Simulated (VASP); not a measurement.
# RbP3 (R-3m) in VASP: notebook

The runs below take RbP3 through single point, relaxation of cell and atoms, with PBE.

Everything below comes from runs of VASP 6.6.1. Logs are shortened: lines on timing, memory, paths and dates and some standing lists are left out, and cuts for length are marked.

## 1. The cell of the first run

Symmetry: R-3m, No. 166, trigonal system. The conventional cell has a = 7.806 Å, b = 7.806 Å, c = 10.997 Å, α = 90.00°, β = 90.00°, γ = 120.00°. Within 3.6 Å of Rb (site symmetry 3m) lie 6 P at 2.77 to 3.15 Å. P (site symmetry m) has 2 P at 2.34 Å and 1 Rb at 2.77 Å within 3.1 Å.

## 2. Single point, PBE

File INCAR:

```
PREC = Accurate ; ENCUT = 520
EDIFF = 1E-7 ; ISMEAR = 0
SIGMA = 0.1 ; LREAL = F
LASPH = T ; NELM = 100
ALGO = Normal ; ISIF = 2
LWAVE = F ; LCHARG = F
GGA = PE ; NBANDS = 34
```

File KPOINTS:

```
regular mesh
0
Gamma
  3 3 3
```

File POSCAR:

```
RbP3
1.0
    3.9028871396      2.2533329407      3.6655803261
   -3.9028871396      2.2533329407      3.6655803261
    0.0000000000     -4.5066658813      3.6655803261
Rb P
2 6
Direct
    0.2690000000      0.2690000000      0.2690000000
    0.7310000000      0.7310000000      0.7310000000
    0.7970000000      0.2520000000      0.7970000000
    0.7970000000      0.7970000000      0.2520000000
    0.2520000000      0.7970000000      0.7970000000
    0.2030000000      0.7480000000      0.2030000000
    0.7480000000      0.2030000000      0.2030000000
    0.2030000000      0.2030000000      0.7480000000
```

Potentials or basis: VASP PAW PBE potentials, release 64 (Rb_sv, P).

The run is started by

```console
$ cat potpaw_PBE.64/Rb_sv/POTCAR potpaw_PBE.64/P/POTCAR > POTCAR
$ mpirun -np 1 vasp_std > vasp.out
```

OUTCAR:

```text
PREC = Accurate
   ENCUT = 520
   EDIFF = 1E-7
   ISMEAR = 0
   LREAL = F
   LASPH = T
   NELM = 100
   ISIF = 2
   GGA = PE

 ion  position               nearest neighbor table
   1  0.269  0.269  0.269-   8 2.77   7 2.77   6 2.77   8 3.15   6 3.15   7 3.15   4 3.91   4 3.91
                             3 3.91   5 3.91   3 3.91   5 3.91   3 4.08   5 4.08   4 4.08   2 4.72
   2  0.731  0.731  0.731-   4 2.77   3 2.77   5 2.77   4 3.15   5 3.15   3 3.15   8 3.91   8 3.91
                             6 3.91   7 3.91   6 3.91   7 3.91   6 4.08   7 4.08   8 4.08   1 4.72
   3  0.797  0.252  0.797-   7 2.34   8 2.34   2 2.77   2 3.15   1 3.91   1 3.91   1 4.08
   4  0.797  0.797  0.252-   6 2.34   7 2.34   2 2.77   2 3.15   1 3.91   1 3.91   1 4.08
   5  0.252  0.797  0.797-   6 2.34   8 2.34   2 2.77   2 3.15   1 3.91   1 3.91   1 4.08
   6  0.203  0.748  0.203-   5 2.34   4 2.34   1 2.77   1 3.15   2 3.91   2 3.91   2 4.08
   7  0.748  0.203  0.203-   3 2.34   4 2.34   1 2.77   1 3.15   2 3.91   2 3.91   2 4.08
   8  0.203  0.203  0.748-   3 2.34   5 2.34   1 2.77   1 3.15   2 3.91   2 3.91   2 4.08

  LATTYP: Found a trigonal (rhomboedric) cell.
 ALAT       =     5.8091751990
 COS(alpha) =     0.0972384941

  Lattice vectors:

 A1 = (   3.9028871396,   2.2533329407,   3.6655803261)
 A2 = (  -3.9028871396,   2.2533329407,   3.6655803261)
 A3 = (   0.0000000000,  -4.5066658813,   3.6655803261)

Analysis of symmetry for initial positions (statically):
=====================================================================
 Subroutine PRICEL returns:
 Original cell was already a primitive cell.

 Routine SETGRP: Setting up the symmetry group for a
 trigonal (rhombohedral) supercell.

 Subroutine GETGRP returns: Found 12 space group operations
 (whereof 12 operations were pure point group operations)
 out of a pool of 12 trial point group operations.

The static configuration has the point symmetry D_3d.

Analysis of symmetry for dynamics (positions and initial velocities):
=====================================================================
 Subroutine PRICEL returns:
 Original cell was already a primitive cell.

 Routine SETGRP: Setting up the symmetry group for a
 trigonal (rhombohedral) supercell.

 Subroutine GETGRP returns: Found 12 space group operations
 (whereof 12 operations were pure point group operations)
 out of a pool of 12 trial point group operations.

The dynamic configuration has the point symmetry D_3d.

 Subroutine INISYM returns: Found 12 space group operations
 (whereof 12 operations are pure point group operations),
 and found     1 'primitive' translations

----------------------------------------------------------------------------------------

                                     Primitive cell

  volume of cell :     193.4218

  direct lattice vectors                    reciprocal lattice vectors
     3.902887140  2.253332941  3.665580326     0.128110289  0.073964510  0.090936033
    -3.902887140  2.253332941  3.665580326    -0.128110289  0.073964510  0.090936033
     0.000000000 -4.506665881  3.665580326     0.000000000 -0.147929020  0.090936033

  length of vectors
     5.809175199  5.809175199  5.809175199     0.173644341  0.173644341  0.173644341

  position of ions in fractional coordinates (direct lattice)
     0.269000000  0.269000000  0.269000000
     0.731000000  0.731000000  0.731000000
     0.797000000  0.252000000  0.797000000
     0.797000000  0.797000000  0.252000000
     0.252000000  0.797000000  0.797000000
     0.203000000  0.748000000  0.203000000
     0.748000000  0.203000000  0.203000000
     0.203000000  0.203000000  0.748000000

  ion indices of the primitive-cell ions
   primitive index   ion index
                 1           1
                 2           2
                 3           3
                 4           4
                 5           5
                 6           6
                 7           7
                 8           8

----------------------------------------------------------------------------------------

[... 54 lines left out ...]
 cond. band min:       3.5010339408   @ k =   0.3333  -0.0000   0.0000
 fundamental gap:      0.0307068926
 Fermi energy:         3.4768599264

 k-point     1 :       0.0000    0.0000    0.0000
  band No.  band energies     occupation
      1     -22.6712      2.00000
      2     -22.6563      2.00000
      3      -9.1188      2.00000
      4      -7.9040      2.00000
      5      -7.9040      2.00000
      6      -7.4627      2.00000
[... 26 lines left out ...]
     33       8.4553      0.00000
     34       9.7302      0.00000

 k-point     2 :       0.3333   -0.0000    0.0000
  band No.  band energies     occupation
      1     -22.6667      2.00000
      2     -22.6590      2.00000
      3      -9.2531      2.00000
      4      -8.2608      2.00000
      5      -7.9320      2.00000
      6      -7.3402      2.00000
[... 26 lines left out ...]
     33       8.3872      0.00000
     34       8.8943      0.00000

 k-point     3 :       0.3333    0.3333    0.0000
  band No.  band energies     occupation
      1     -22.6651      2.00000
      2     -22.6587      2.00000
      3      -9.2571      2.00000
      4      -8.5208      2.00000
      5      -7.8201      2.00000
      6      -7.3827      2.00000
[... 26 lines left out ...]
     33       8.2452      0.00000
     34       8.9723      0.00000

 k-point     4 :      -0.3333    0.3333    0.0000
  band No.  band energies     occupation
      1     -22.6626      2.00000
      2     -22.6613      2.00000
      3      -9.3078      2.00000
      4      -8.4444      2.00000
      5      -7.9885      2.00000
      6      -7.2802      2.00000
[... 26 lines left out ...]
     33       8.2407      0.00000
     34       8.3797      0.00000

 k-point     5 :       0.3333    0.3333    0.3333
  band No.  band energies     occupation
      1     -22.6645      2.00000
      2     -22.6576      2.00000
      3      -9.1451      2.00000
      4      -8.3232      2.00000
      5      -8.3232      2.00000
      6      -7.6038      2.00000
[... 26 lines left out ...]
     33       8.8054      0.00000
     34       9.5210      0.00000

 k-point     6 :      -0.3333    0.3333    0.3333
  band No.  band energies     occupation
      1     -22.6621      2.00000
      2     -22.6599      2.00000
      3      -9.2506      2.00000
      4      -8.4067      2.00000
      5      -8.2553      2.00000
      6      -7.4917      2.00000
[... 26 lines left out ...]
     33       9.0786      0.00000
     34       9.1269      0.00000

------------------------ aborting loop because EDIFF is reached ----------------------------------------

  FORCE on cell =-STRESS in cart. coord.  units (eV):
  Direction    XX          YY          ZZ          XY          YZ          ZX
  --------------------------------------------------------------------------------------
  -------------------------------------------------------------------------------------
  Total        6.6444368      6.6444368      5.7310401     -0.0000000      0.0000000      0.0000000
  in kB       55.0380969     55.0380969     47.4721256     -0.0000000      0.0000000      0.0000000
  external PRESSURE =      52.5161065 kB  Pullay stress =       0.0000000 kB

 VOLUME and BASIS-vectors are now :
 -----------------------------------------------------------------------------
  energy-cutoff  :      520.00
  volume of cell :      193.42
      direct lattice vectors                 reciprocal lattice vectors
     3.902887140  2.253332941  3.665580326     0.128110289  0.073964510  0.090936033
    -3.902887140  2.253332941  3.665580326    -0.128110289  0.073964510  0.090936033
     0.000000000 -4.506665881  3.665580326     0.000000000 -0.147929020  0.090936033

 POSITION                                       TOTAL-FORCE (eV/Angst)
 -----------------------------------------------------------------------------------
      0.00000      0.00000      2.95812         0.000000     -0.000000     -1.812379
      0.00000      0.00000      8.03862         0.000000      0.000000      1.812379
      2.12707     -1.22807      6.76666         2.200637     -1.270539      0.472690
      0.00000      2.45613      6.76666         0.000000      2.541077      0.472690
     -2.12707     -1.22807      6.76666        -2.200637     -1.270539      0.472690
     -2.12707      1.22807      4.23008        -2.200637      1.270539     -0.472690
      2.12707      1.22807      4.23008         2.200637      1.270539     -0.472690
      0.00000     -2.45613      4.23008         0.000000     -2.541077     -0.472690
 -----------------------------------------------------------------------------------
    total drift:                               -0.000000     -0.000000      0.000000

  FREE ENERGIE OF THE ION-ELECTRON SYSTEM (eV)
  ---------------------------------------------------
  free  energy   TOTEN  =       -29.4006867547 eV

  energy  without entropy=      -29.3368478870  energy(sigma->0) =      -29.36876732
```

Wall time 84 s (1 thread of Intel Xeon 8259CL, shared host); peak memory 0.31 GiB.

Results:

* Free energy: -29.4007 eV
* Pressure: 5.3 GPa
* Largest force: 2.585 eV/Å
* Band gap on the k mesh: zero (band 24 reaches 3.50 eV, above the bottom of band 25 at 3.46 eV)

Forces in eV/Å, atoms in the order of the input:
```
Rb   0.000  0.000 -1.812
Rb   0.000  0.000  1.812
P    2.201 -1.271  0.473
P    0.000  2.541  0.473
P   -2.201 -1.271  0.473
P   -2.201  1.271 -0.473
P    2.201  1.271 -0.473
P    0.000 -2.541 -0.473
```

Caveat: the k points lie up to 0.36 Å⁻¹ apart; forces of over 1 eV/Å act on the atoms, so gaps and moduli don't describe the material at rest.

## 3. Single point, PBE

This run uses another cell than the first one, of 38.97 Å³/atom, 1.612 times its volume.

File INCAR:

```
ALGO = Normal
EDIFF = 1E-6
ENCUT = 520
GGA = PE
ISIF = 2
ISMEAR = 0
LASPH = True
LCHARG = True
LELF = True
LREAL = False
LVHAR = True
LWAVE = False
NBANDS = 34
NELM = 100
PREC = Accurate
SIGMA = 0.1
```

File KPOINTS:

```
k-points
0
Gamma
  3 3 3
```

File POSCAR:

```
RbP3
1.0
    4.3023069455      2.4839380731      4.8621595874
   -4.3023069455      2.4839380731      4.8621595874
    0.0000000000     -4.9678761462      4.8621595875
Rb P
2 6
Direct
    0.2629740092      0.2629740092      0.2629740092
    0.7370259908      0.7370259908      0.7370259908
    0.8384990022      0.1837993129      0.8384990022
    0.8384990022      0.8384990022      0.1837993129
    0.1837993129      0.8384990022      0.8384990022
    0.1615009978      0.8162006871      0.1615009978
    0.8162006871      0.1615009978      0.1615009978
    0.1615009978      0.1615009978      0.8162006871
```

Potentials or basis: VASP PAW PBE potentials, release 64 (Rb_sv, P).

The run is started by

```console
$ cat potpaw_PBE.64/Rb_sv/POTCAR potpaw_PBE.64/P/POTCAR > POTCAR
$ mpirun -np 1 vasp_std > vasp.out
```

Wall time 2.5 min (1 thread of Intel Xeon 8259CL, shared host); peak memory 0.4 GiB.

It converged, with:

```
Free energy            : -34.8616 eV
Pressure               : -0.3 GPa
Largest force          : 0.068 eV/Å
Band gap on the k mesh : 1.06 eV, indirect (least direct gap 1.13 eV)
```

Forces in eV/Å, atoms in the order of the input:
```
Rb   0.000  0.000  0.005
Rb   0.000  0.000 -0.005
P    0.032 -0.018  0.058
P    0.000  0.037  0.058
P   -0.032 -0.018  0.058
P   -0.032  0.018 -0.058
P    0.032  0.018 -0.058
P    0.000 -0.037 -0.058
```

Stress tensor (GPa, compression positive):
```
-0.33  0.00  0.00
 0.00 -0.33  0.00
 0.00  0.00 -0.09
```

Levels at points of the mesh, in eV from the valence-band top:
```
           k point  band 21  band 22  band 23  band 24  band 25  band 26  band 27  band 28
(0.00, 0.00, 0.00)    -1.99    -1.42     0.00     0.00     1.38     1.38     3.32     3.53
```

## 4. Relaxation of cell and atoms, PBE

File INCAR:

```
PREC = Accurate
ENCUT = 600
EDIFF = 1E-7
ISMEAR = 0
SIGMA = 0.1
LREAL = False
LASPH = True
NELM = 60
ALGO = Normal
ISIF = 3
LWAVE = False
LCHARG = False
GGA = PE
IBRION = 2
NSW = 90
EDIFFG = -0.04
```

File KPOINTS:

```
regular mesh
0
Gamma
  3 3 3
```

File POSCAR:

```
RbP3
1.0
    3.9028871396      2.2533329407      3.6655803261
   -3.9028871396      2.2533329407      3.6655803261
    0.0000000000     -4.5066658813      3.6655803261
Rb P
2 6
Direct
    0.2690000000      0.2690000000      0.2690000000
    0.7310000000      0.7310000000      0.7310000000
    0.7970000000      0.2520000000      0.7970000000
    0.7970000000      0.7970000000      0.2520000000
    0.2520000000      0.7970000000      0.7970000000
    0.2030000000      0.7480000000      0.2030000000
    0.7480000000      0.2030000000      0.2030000000
    0.2030000000      0.2030000000      0.7480000000
```

The run is started by

```console
$ cat potpaw_PBE.64/Rb_sv/POTCAR potpaw_PBE.64/P/POTCAR > POTCAR
$ mpirun -np 1 vasp_std > vasp.out
```

Wall time 20 min (1 thread of Intel Xeon 8259CL, shared host); peak memory 0.35 GiB.

Results (log left out):

```
Free energy                            : -34.8650 eV
Relaxed volume                         : 38.00 Å³/atom
Relaxed cell                           : a = 6.958 Å, b = 6.958 Å, c = 6.958 Å, α = 74.02°, β = 74.02°, γ = 74.02°
Space group after relaxing (to 0.05 Å) : R-3m (No. 166)
Energy gained by relaxing              : 683.0 meV/atom
Ionic steps                            : 23
Pressure after relaxing                : 0.0 GPa
Largest force after relaxing           : 0.032 eV/Å
Band gap on the k mesh                 : 1.06 eV, indirect (least direct gap 1.14 eV)
```

Forces in eV/Å, atoms in the order of the input:
```
Rb   0.000  0.000 -0.032
Rb   0.000  0.000  0.032
P   -0.007  0.004  0.027
P    0.000 -0.008  0.027
P    0.007  0.004  0.027
P    0.007 -0.004 -0.027
P   -0.007 -0.004 -0.027
P    0.000  0.008 -0.027
```

Stress tensor (GPa, compression positive):
```
 0.03  0.00  0.00
 0.00  0.03  0.00
 0.00  0.00 -0.06
```

Step by step:
```tsv
step	energy change (eV)	largest force (eV/Å)	pressure (GPa)	volume (Å³)
1	0.0000	2.5846	5.26	193.42
2	-2.2364	1.7631	1.78	216.52
3	-3.6569	1.0803	1.19	257.78
4	-3.7833	1.3074	1.69	271.59
5	-3.8113	1.5120	2.44	287.43
6	-4.6906	1.4858	-2.32	346.92
7	-4.7180	1.2258	-1.85	338.35
8	-5.2723	0.5165	-0.74	352.24
9	-5.2763	0.5416	-0.87	351.16
10	-5.2637	0.8798	1.01	334.75
11	-5.3216	0.2258	-0.05	343.32
12	-5.3441	0.1948	-0.12	340.76
13	-5.3938	0.1054	-0.29	333.10
14	-5.4095	0.3232	-0.50	317.97
15	-5.4176	0.2100	-0.43	324.11
16	-5.4376	0.1819	-0.28	319.04
17	-5.4580	0.1661	0.04	309.27
18	-5.4590	0.1732	0.15	306.46
19	-5.4606	0.1009	-0.21	306.37
20	-5.4618	0.0677	-0.07	306.41
21	-5.4624	0.0608	-0.04	305.79
22	-5.4633	0.0410	0.05	304.06
23	-5.4638	0.0315	0.00	303.98
```

Final structure:
```xyz
8
Lattice="4.1885 2.4182 5.0020 -4.1885 2.4182 5.0020 0.0000 -4.8364 5.0020" Properties=species:S:1:pos:R:3 pbc="T T T"
Rb    0.0000    0.0000    3.8689
Rb    0.0000    0.0000   11.1370
P     2.7095   -1.5643    9.3248
P     0.0000    3.1287    9.3248
P    -2.7095   -1.5643    9.3248
P    -2.7095    1.5643    5.6810
P     2.7095    1.5643    5.6810
P     0.0000   -3.1287    5.6810
```

Levels at points of the mesh, in eV from the valence-band top:
```csv
k point,band 20,band 21,band 22,band 23,band 24,band 25,band 26,band 27,band 28,band 29
"(0.00, 0.00, 0.00)",-2.51,-2.05,-1.51,0.00,0.00,1.41,1.41,3.46,3.51,3.51
```

Caveat: the volume moved by over 15 % at a fixed basis, so the end points are rough. A k mesh can miss the band edges.

## 5. Single point, PBE

This run uses another cell than the first one, of 38.10 Å³/atom, 1.576 times its volume.

File INCAR:

```
SYSTEM = RbP3
PREC = Accurate ; ENCUT = 520
EDIFF = 1E-6 ; ISMEAR = 0
SIGMA = 0.02 ; LREAL = .FALSE.
LASPH = .TRUE. ; NELM = 100
ALGO = Normal ; ISIF = 2
LWAVE = .FALSE. ; LCHARG = .FALSE.
GGA = PE ; NBANDS = 34
```

File KPOINTS:

```
regular mesh
0
G
  6 6 6
  0 0 0
```

File POSCAR:

```
RbP3
1.0
    4.1330436564      2.3862138676      5.1504273253
   -4.1330436564      2.3862138676      5.1504273253
    0.0000000000     -4.7724277352      5.1504273253
Rb P
2 6
Direct
    0.2496416517      0.2496416517      0.2496416517
    0.7503583483      0.7503583483      0.7503583483
    0.8364291595      0.1958640192      0.8364291595
    0.8364291595      0.8364291595      0.1958640192
    0.1958640192      0.8364291595      0.8364291595
    0.1635708405      0.8041359808      0.1635708405
    0.8041359808      0.1635708405      0.1635708405
    0.1635708405      0.1635708405      0.8041359808
```

The run is started by

```console
$ cat potpaw_PBE.64/Rb_sv/POTCAR potpaw_PBE.64/P/POTCAR > POTCAR
$ mpirun -np 1 vasp_std > vasp.out
```

It took 9.7 min on 1 thread of Intel Xeon 8259CL, shared host; peak memory 0.54 GiB.

The run converged. Its results:

```
Free energy            : -34.8800 eV
Pressure               : -0.1 GPa
Largest force          : 0.069 eV/Å
Band gap on the k mesh : 0.93 eV, indirect (least direct gap 1.07 eV)
```

Forces on the atoms (eV/Å):
```
Rb   0.000  0.000  0.005
Rb   0.000  0.000 -0.005
P    0.035 -0.020  0.056
P    0.000  0.041  0.056
P   -0.035 -0.020  0.056
P   -0.035  0.020 -0.056
P    0.035  0.020 -0.056
P    0.000 -0.041 -0.056
```

Levels at points of the mesh, in eV from the valence-band top:
```csv
k point,band 21,band 22,band 23,band 24,band 25,band 26,band 27,band 28
"(0.00, 0.00, 0.00)",-2.06,-1.49,0.00,0.00,1.39,1.39,3.24,3.37
"(0.50, 0.00, 0.00)",-2.04,-1.41,-0.42,-0.03,1.04,1.33,2.12,3.31
"(0.50, 0.50, 0.00)",-2.12,-1.33,-0.30,-0.17,0.93,1.25,2.04,2.09
"(0.50, 0.50, 0.50)",-2.20,-1.25,-0.07,-0.07,1.25,1.25,1.81,1.97
```

A k mesh can miss the band edges.

## 6. Overview

```csv
task,cell,k mesh,cutoff (eV),smearing,gap on the mesh (eV),pressure (GPa),largest force (eV/Å)
single point,"a = 5.809 Å, angles 84.4°, 8 atoms",3 × 3 × 3,520,gaussian 0.1 eV,none,5.3,2.58
single point,"a = 6.951 Å, angles 76.5°, 8 atoms",3 × 3 × 3,520,gaussian 0.1 eV,1.06,-0.3,0.07
relaxation of cell and atoms,"relaxed from a = 5.809 Å, angles 84.4°, 8 atoms",3 × 3 × 3,600,gaussian 0.1 eV,1.06,0.0,0.03
single point,"a = 7.022 Å, angles 72.1°, 8 atoms",6 × 6 × 6,520,gaussian 0.02 eV,0.93,-0.1,0.07
```

Alike in all rows: level PBE; potentials or basis VASP PAW PBE potentials, release 64 (Rb_sv, P); no spin polarisation.

Caveats: some runs use coarse meshes; forces of over 1 eV/Å act on the atoms, so gaps and moduli don't describe the material at rest (some runs); the volume moved by over 15 % at a fixed basis, so the end points are rough (some runs).

Absolute energies hang on the potentials; compare differences alone.
